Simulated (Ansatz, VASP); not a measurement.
**Al: VASP beside Ansatz**

```
Al
1.0
     0.00000    2.03070    2.03070
     2.03070    0.00000    2.03070
     2.03070    2.03070    0.00000
Al
1
Cartesian
  0.0000 0.0000 0.0000
```

Change from the starting cell: volume scaled by 1.01, PAW files.

Alike in both runs: task electric field gradients; functional LDA; k mesh 17 × 17 × 17; occupations fermi-dirac, width 0.03 eV; no spin polarisation.

|  | VASP | Ansatz |
| --- | --- | --- |
| version | VASP 6.6.1 | Ansatz 0.2.0 |
| potentials or method | VASP PAW LDA potentials, release 64 (Al) | PAW with Ansatz's default frozen-core files, scalar-relativistic |
| plane-wave cutoff (eV) | 520 | 420 |
| valence electrons in the cell | 3 | 3 |

|  | VASP | Ansatz | Ansatz less VASP |
| --- | --- | --- | --- |
| pressure (GPa) | -4.2 | -4.3 | -0.04 |

LDA's correlation is that of Perdew and Zunger in VASP and of Perdew and Wang (1992) in Ansatz.
